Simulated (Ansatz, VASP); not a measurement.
# Two plane-wave programs on KLa2CuSe4

The input INCAR:

```
SYSTEM = KLa2CuSe4
PREC = Accurate ; ENCUT = 600
EDIFF = 1E-6 ; ISMEAR = -1
SIGMA = 0.1 ; LREAL = .False.
LASPH = .True. ; NELM = 200
ALGO = Normal ; ISIF = 2
LWAVE = .False. ; LCHARG = .True.
GGA = PS ; LVHAR = .True.
NBANDS = 80 ; GGA_COMPAT = .False.
LMAXMIX = 6 ; KPAR = 4
```

File KPOINTS:

```
regular mesh
0
Gamma
  7 7 2
  0 0 0
```

The input POSCAR:

```
KLa2CuSe4
1.0
    4.1236900000      0.0000000000      0.0000000000
    2.0618450000     -6.9714560000      0.0000000000
    0.0000000000      0.0000000000    -14.3512480000
Se La Cu K
8 4 2 2
Direct
    0.4365000000      0.1270000000      0.7500000000
    0.5635000000      0.8730000000      0.2500000000
    0.0000000000      0.0000000000      0.0000000000
    0.0000000000      0.0000000000      0.5000000000
    0.7340000000      0.5320000000      0.8887000000
    0.2660000000      0.4680000000      0.3887000000
    0.2660000000      0.4680000000      0.1113000000
    0.7340000000      0.5320000000      0.6113000000
    0.6342400000      0.7315200000      0.0643600000
    0.3657600000      0.2684800000      0.5643600000
    0.3657600000      0.2684800000      0.9356400000
    0.6342400000      0.7315200000      0.4356400000
    0.8397000000      0.3206000000      0.7500000000
    0.1603000000      0.6794000000      0.2500000000
    0.1129000000      0.7742000000      0.7500000000
    0.8871000000      0.2258000000      0.2500000000
```

Input for Ansatz:

```yaml
crystal:
  lattice:
    - [4.12369, 0.0, 0.0]
    - [2.061845, -6.971456, 0.0]
    - [0.0, 0.0, -14.351248]
  atoms:
    - { symbol: Se, position: [0.4365, 0.127, 0.75] }
    - { symbol: Se, position: [0.5635, 0.873, 0.25] }
    - { symbol: Se, position: [0.0, 0.0, 0.0] }
    - { symbol: Se, position: [0.0, 0.0, 0.5] }
    - { symbol: Se, position: [0.734, 0.532, 0.8887] }
    - { symbol: Se, position: [0.266, 0.468, 0.3887] }
    - { symbol: Se, position: [0.266, 0.468, 0.1113] }
    - { symbol: Se, position: [0.734, 0.532, 0.6113] }
    - { symbol: La, position: [0.63424, 0.73152, 0.06436] }
    - { symbol: La, position: [0.36576, 0.26848, 0.56436] }
    - { symbol: La, position: [0.36576, 0.26848, 0.93564] }
    - { symbol: La, position: [0.63424, 0.73152, 0.43564] }
    - { symbol: Cu, position: [0.8397, 0.3206, 0.75] }
    - { symbol: Cu, position: [0.1603, 0.6794, 0.25] }
    - { symbol: K, position: [0.1129, 0.7742, 0.75] }
    - { symbol: K, position: [0.8871, 0.2258, 0.25] }
  symmetry: { tolerance: 0.0003 }
kpoints:
  mp_grid: { grid: [7, 7, 2], shift: [0, 0, 0] }
magnetization:
  spin_polarized: false
scf:
  occupations: { method: fermi_dirac }
  lower_state_search: "off"
  max_iter: 200
hamiltonian:
  pseudopotentials: { kind: paw }
  xc: pbesol
basis:
  ecutwfc: 420
  fft_grid_basis: typed
output:
  forces: true
  stress: true
  eigenvalues: true
  populations: true
  elf: true
  write_potential: true
  volumetric_format: npy
  dos:
    e_range: [-12, 8]
    de: 0.05
    projected: { site_lists: { Cu: [Cu], K: [K], La: [La], Se: [Se] } }
checkpoint:
  read: saved_state
```

Alike in both runs: task single point; functional PBEsol; k mesh 7 × 7 × 2; no spin polarisation.

|  | VASP | Ansatz |
| --- | --- | --- |
| version | VASP 6.6.1 | Ansatz 0.2.0 |
| potentials or method | VASP PAW PBE potentials, release 64 (Se, La, Cu, K_sv), cutoff 600 eV | PAW plane waves |
| occupations | fermi-dirac, width 0.1 eV | fermi-dirac |
| valence electrons in the cell | 132 | 228 |

|  | VASP | Ansatz | Ansatz less VASP |
| --- | --- | --- | --- |
| pressure (GPa) | 5.2 | 5.1 | -0.11 |
| traceless stress, the component that is largest in VASP (GPa) | -0.81 | -0.82 | -0.007 |
| rms of the force components (eV/Å) | 0.306 | 0.308 | +0.0025 |

VASP's potentials were made for PBE, not for PBEsol. Atom by atom the forces differ by 0.008 eV/Å (rms over components). VASP's potentials hold 132 valence electrons a cell and Ansatz's 228, so a difference there can come from the potentials and not from the codes.

Spin-orbit coupling is off throughout.
